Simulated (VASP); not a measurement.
Write the native input for VASP 6.6.1 that does the following.

| Quantity | Value |
| --- | --- |
| Task | single point |
| Functional | LDA |
| Potentials or basis | VASP PAW LDA potentials, release 64 (Co, Pd, O) |
| Cutoff | 600 eV |
| k mesh | 8 × 8 × 8 |
| Occupations | gaussian, width 0.05 eV |
| Spin | collinear spin |
| Starting moments | [-0.01, -0.05, 0.0, 0.0] μB |
| Hubbard terms | Co d U = 1.0 eV, Pd d U = 1.0 eV |
| Dipole correction | no |
| Further INCAR settings | ALGO = Normal; EDIFF = 1e-06; NBANDS = 28 |

The structure of CoPdO2 lies in POSCAR:

```
CoPdO2
1.0
    1.4224998100      0.8212806500      5.9600012600
   -1.4224998100      0.8212806500      5.9600012600
    0.0000000000     -1.6425613000      5.9600012600
Co Pd O
1 1 2
Direct
    0.5000000000      0.5000000000      0.5000000000
    0.0000000000      0.0000000000      0.0000000000
    0.1121500000      0.1121500000      0.1121500000
    0.8878500000      0.8878500000      0.8878500000
```

One way to write it, as run:

INCAR

```
PREC = Accurate ; ENCUT = 600
EDIFF = 1E-6 ; ISMEAR = 0
SIGMA = 0.05 ; LREAL = F
LASPH = T ; NELM = 200
ALGO = Normal ; ISIF = 2
LWAVE = F ; LCHARG = F
ISPIN = 2 ; MAGMOM = -0.01 -0.05 0 0
LORBIT = 11 ; LMAXMIX = 4
LDAU = T ; LDAUTYPE = 2
LDAUL = 2 2 -1 ; LDAUU = 1 1 0
LDAUJ = 0 0 0 ; LDAUPRINT = 1
NBANDS = 28 ; GGA_COMPAT = F
```

KPOINTS

```
Automatic mesh
0
Gamma
  8 8 8
```

Potentials or basis: VASP PAW LDA potentials, release 64 (Co, Pd, O).

Command:

```sh
$ cat potpaw_LDA.64/Co/POTCAR potpaw_LDA.64/Pd/POTCAR potpaw_LDA.64/O/POTCAR > POTCAR
$ mpirun -np 1 vasp_std > vasp.out
```

Results of the run:

* Pressure: -16.4 GPa
* Largest force: 0.312 eV/Å
* Net moment: -0.09 μB per cell
* Site moments: Co -0.01; Pd -0.07; O -0.00 μB
* Valence electrons inside the program's atomic spheres: Co 8.43; Pd 9.43; O 4.95

Caveat: the stress differs along the axes, from -20 to -14 GPa.

Run time: 20 min on 1 thread of Oxide Virtual Turin-like Processor, on a shared host, peak memory 0.36 GiB.
